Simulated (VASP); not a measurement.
# C (P6_3/mmc) in VASP: single point with PBE

Aim: the single point of C with PBE.

Program: VASP 6.6.1. These are calculated values, not measurements. Logs are shortened: lines on timing, memory, paths and dates and some standing lists are left out, and cuts for length are marked.

### 1 The cell of the first run

Symmetry: P6_3/mmc, No. 194, hexagonal system. Conventional cell: a = 2.466 Å, b = 2.466 Å, c = 8.503 Å, α = 90.00°, β = 90.00°, γ = 120.00°. Within 1.9 Å of C (site symmetry -6m2) lie 3 C at 1.42 Å. Within 1.9 Å of C (site symmetry -6m2) lie 3 C at 1.42 Å.

### 2 Single point, PBE

The input, INCAR:

```
  ALGO = Normal
  EDIFF = 1E-7
  ENCUT = 520
  GGA = PE
  ISIF = 2
  ISMEAR = 0
  LASPH = T
  LCHARG = F
  LREAL = F
  LWAVE = F
  NBANDS = 16
  NELM = 100
  PREC = Accurate
  SIGMA = 0.1
```

The input, KPOINTS:

```
k-points
0
Gamma
  21 21 6
```

The input, POSCAR:

```
C
1.0
    2.4664944604      0.0000000000      0.0000000000
   -1.2332472302      2.1360468610      0.0000000000
    0.0000000000      0.0000000000      8.5025906673
C
4
Direct
    0.0000000000      0.0000000000      0.0024998103
    0.0000000000      0.0000000000      0.5024998103
    0.3333333333      0.6666666667      0.0025001897
    0.6666666667      0.3333333333      0.5025001897
```

Potentials or basis: VASP PAW PBE potentials, release 64 (C).

The run is started by

```sh
$ cat potpaw_PBE.64/C/POTCAR > POTCAR
$ mpirun -np 1 vasp_std > vasp.out
```

OUTCAR:

```text
EDIFF = 1E-7
   ENCUT = 520
   GGA = PE
   ISIF = 2
   ISMEAR = 0
   LASPH = T
   LREAL = F
   NELM = 100
   PREC = Accurate

 ion  position               nearest neighbor table
   1  0.000  0.000  0.002-   3 1.42   3 1.42   3 1.42
   2  0.000  0.000  0.502-   4 1.42   4 1.42   4 1.42
   3  0.333  0.667  0.003-   1 1.42   1 1.42   1 1.42
   4  0.667  0.333  0.503-   2 1.42   2 1.42   2 1.42

  LATTYP: Found a hexagonal cell.
 ALAT       =     2.4664944604
 C/A-ratio  =     3.4472368796

  Lattice vectors:

 A1 = (   2.4664944604,   0.0000000000,   0.0000000000)
 A2 = (  -1.2332472302,   2.1360468610,   0.0000000000)
 A3 = (   0.0000000000,   0.0000000000,   8.5025906673)

Analysis of symmetry for initial positions (statically):
=====================================================================
 Subroutine PRICEL returns:
 Original cell was already a primitive cell.

 Routine SETGRP: Setting up the symmetry group for a
 hexagonal supercell.

 Subroutine GETGRP returns: Found 24 space group operations
 (whereof  6 operations were pure point group operations)
 out of a pool of 24 trial point group operations.

The static configuration has the point symmetry C_3v.
 The point group associated with its full space group is D_6h.

Analysis of symmetry for dynamics (positions and initial velocities):
=====================================================================
 Subroutine PRICEL returns:
 Original cell was already a primitive cell.

 Routine SETGRP: Setting up the symmetry group for a
 hexagonal supercell.

 Subroutine GETGRP returns: Found 24 space group operations
 (whereof  6 operations were pure point group operations)
 out of a pool of 24 trial point group operations.

The dynamic configuration has the point symmetry C_3v.
 The point group associated with its full space group is D_6h.

 Subroutine INISYM returns: Found 24 space group operations
 (whereof  6 operations are pure point group operations),
 and found     1 'primitive' translations

----------------------------------------------------------------------------------------

[... 86 lines left out ...]
 SYSTEM =  unknown system
   PREC   = accura    normal or accurate (medium, high low for compatibility)
   ISTART =      0    job   : 0-new  1-cont  2-samecut
   ICHARG =      2    charge: 1-file 2-atom 10-const
   ISPIN  =      1    spin polarized calculation?
   LNONCOLLINEAR =      F non collinear calculations
   LSORBIT =      F    spin-orbit coupling
   LASPH  =      T    aspherical Exc in radial PAW
   ENCUT  =  520.0 eV  38.22 Ry    6.18 a.u.   4.59  4.59 15.81*2*pi/ulx,y,z
   NELM   =    100;   NELMIN=  2; NELMDL= -5     # of ELM steps
   EDIFF  = 0.1E-06   stopping-criterion for ELM
   LREAL  =      F    real-space projection
   EDIFFG = 0.1E-05   stopping-criterion for IOM
   NSW    =      0    number of steps for IOM
   IBRION =     -1    ionic relax: 0-MD 1-quasi-New 2-CG
   NFREE  =      0    steps in history (QN), initial steepest desc. (CG)
   ISIF   =      2    stress and relaxation
   ISYM   =      2    0-nonsym 1-usesym 2-fastsym
   POTIM  = 0.5000    time-step for ionic-motion
   TEBEG  =    0.0;   TEEND  =   0.0 temperature during run
   PSTRESS=    0.0 pullay stress
   NELECT =      16.0000    total number of electrons
   NUPDOWN=      -1.0000    fix difference up-down
   EMIN   =  10.00;   EMAX   =-10.00  energy-range for DOS
   EFERMI =   0.00;   METHOD = LEGACY
   ISMEAR =     0;   SIGMA  =   0.10  broadening in eV -4-tet -1-fermi 0-gaus
   EFERMI_NEDOS =   21; number of points for ismear=-14 and -15
   IALGO  =     38    algorithm
   IMIX   =      4    mixing-type and parameters
     AMIX     =   0.40;   BMIX     =  1.00
     AMIX_MAG =   1.60;   BMIX_MAG =  1.00
  volume/ion in A,a.u.               =      11.20        75.58
  Fermi-wavevector in a.u.,A,eV,Ry     =   1.161540  2.194992 18.356636  1.349175
  Thomas-Fermi vector in A             =   2.298111
   LORBIT       =      0    0 simple, 1 ext, 2 COOP (PROOUT), +10 PAW based schemes
   GGA     = PE    functional components
   LHFCALC =     F    Hartree Fock is set to
   AEXX    =    0.0000 exact exchange contribution
   IVDW    =     0    specifies the selected vdW correction
   LEPSILON=     F    determine dielectric tensor
   LRPA    =     F    only Hartree local field effects (RPA)
 non-spin polarized calculation
 Gauss-broadening in eV      SIGMA  =   0.10
  energy-cutoff  :      520.00
  volume of cell :       44.80
 maximum number of plane-waves:      1230
   NGX =  9   NGY =  9   NGZ = 31

 number of electron      15.9999996 magnetization

 Free energy of the ion-electron system (eV)
  ---------------------------------------------------
  ext. energy  EPLUGINS =         0.00000000
  ---------------------------------------------------
  free energy    TOTEN  =       -36.90562100 eV

  energy without entropy =      -36.90485829  energy(sigma->0) =      -36.90523964

 E-fermi :   2.8125     XC(G=0):  -8.7400

 val. band max:        2.8121218589   @ k =   0.3333   0.3333   0.1667
 cond. band min:       2.8128028524   @ k =   0.3333   0.3333   0.3333
 fundamental gap:      0.0006809935
 Fermi energy:         2.8125253503

 k-point     1 :       0.0000    0.0000    0.0000
  band No.  band energies     occupation
      1     -16.7206      2.00000
      2     -16.6837      2.00000
      3      -5.0386      2.00000
      4      -4.5469      2.00000
      5      -0.2314      2.00000
      6      -0.2314      2.00000
[... 433 lines left out ...]
      3      -4.3647      2.00000
      4      -4.3575      2.00000
      5      -3.2637      2.00000
      6      -2.8150      2.00000
[... 8 lines left out ...]
     15      14.6974      0.00000
     16      14.7832      0.00000

 [... further k-points ...]
[... 5 lines left out ...]
  --------------------------------------------------------------------------------------
  -------------------------------------------------------------------------------------
  Total        0.1562954      0.1562954     -0.0051969      0.0000000      0.0000000      0.0000000
  in kB        5.5900365      5.5900365     -0.1858723      0.0000000      0.0000000      0.0000000
  external PRESSURE =       3.6647335 kB  Pullay stress =       0.0000000 kB

 VOLUME and BASIS-vectors are now :
 -----------------------------------------------------------------------------
  energy-cutoff  :      520.00
  volume of cell :       44.80
      direct lattice vectors                 reciprocal lattice vectors
     2.466494460  0.000000000  0.000000000     0.405433710  0.234077262  0.000000000
    -1.233247230  2.136046861  0.000000000     0.000000000  0.468154523  0.000000000
     0.000000000  0.000000000  8.502590667     0.000000000  0.000000000  0.117611213

 POSITION                                       TOTAL-FORCE (eV/Angst)
 -----------------------------------------------------------------------------------
      0.00000      0.00000      0.02125         0.000000     -0.000000     -0.000000
      0.00000      0.00000      4.27255        -0.000000      0.000000     -0.000000
     -0.00000      1.42403      0.02126        -0.000000      0.000000      0.000000
      1.23325      0.71202      4.27255        -0.000000     -0.000000     -0.000000
 -----------------------------------------------------------------------------------
    total drift:                               -0.000000     -0.000000     -0.004135

  FREE ENERGIE OF THE ION-ELECTRON SYSTEM (eV)
  ---------------------------------------------------
  free  energy   TOTEN  =       -36.9056210030 eV

  energy  without entropy=      -36.9048582860  energy(sigma->0) =      -36.90523964
```

stdout:

```text
POSCAR found type information on POSCAR C
 POSCAR found :  1 types and       4 ions
 scaLAPACK will be used
 LDA part: xc-table for (Slater+PW92), standard interpolation
 POSCAR, INCAR and KPOINTS ok, starting setup
 FFT: planning ... GRIDC
 FFT: planning ... GRID_SOFT
 FFT: planning ... GRID
 WAVECAR not read
 entering main loop
```

Run time: 46 s. Hardware: 1 thread of Intel Xeon 6975P-C (Granite Rapids), shared host; peak memory 0.21 GiB.

What came out:

```
Free energy            : -36.9056 eV
Pressure               : 0.4 GPa
Band gap on the k mesh : zero (filled and empty bands touch)
```

Stress tensor (GPa, compression positive):
```
 0.56  0.00  0.00
 0.00  0.56  0.00
 0.00  0.00 -0.02
```

Levels at points of the mesh, in eV from the Fermi level:
| k point | band 4 | band 5 | band 6 | band 7 | band 8 | band 9 | band 10 | band 11 | band 12 | band 13 |
| --- | --- | --- | --- | --- | --- | --- | --- | --- | --- | --- |
| (0.00, 0.00, 0.00) | -7.36 | -3.04 | -3.04 | -3.04 | -3.04 | 3.09 | 6.43 | 8.30 | 8.30 | 8.31 |
| (0.00, 0.00, 0.50) | -7.62 | -3.04 | -3.04 | -3.04 | -3.04 | 4.37 | 4.37 | 8.30 | 8.30 | 8.30 |

Caveat: this functional lacks dispersion, which binds the layers, so the pressure and a relaxed spacing across them are unreliable.
